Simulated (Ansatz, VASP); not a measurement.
## Hf in VASP and in Ansatz

```
Hf
1.0
     3.19858    0.00000    0.00000
    -1.59929    2.77005    0.00000
     0.00000    0.00000    5.04828
Hf
2
Direct
  0.33333 0.66667 0.25000
  0.66667 0.33333 0.75000
```

Alike in both runs: functional r2SCAN; k mesh 18 × 18 × 10; occupations fermi-dirac, width 0.1 eV; no spin polarisation.

Ansatz relaxed the structure, and its values are those at the end. VASP's run is a single point on that final structure, the one shown.

|  | VASP | Ansatz |
| --- | --- | --- |
| version | VASP 6.6.1 | Ansatz 0.2.0 |
| potentials or method | VASP PAW PBE potentials, release 64 (Hf_pv) | PAW with Ansatz's default frozen-core files, scalar-relativistic |
| plane-wave cutoff (eV) | 520 | 500 |
| valence electrons in the cell | 20 | 52 |

Ansatz gave:

* pressure (GPa): 0.0

Question: Estimate VASP's values.

Answer: Pressure (GPa): -0.6.

VASP's potentials were made for PBE, not for r2SCAN. VASP's potentials hold 20 valence electrons a cell and Ansatz's 52, so a difference there can come from the potentials and not from the codes.

Neither program's run includes spin-orbit coupling.
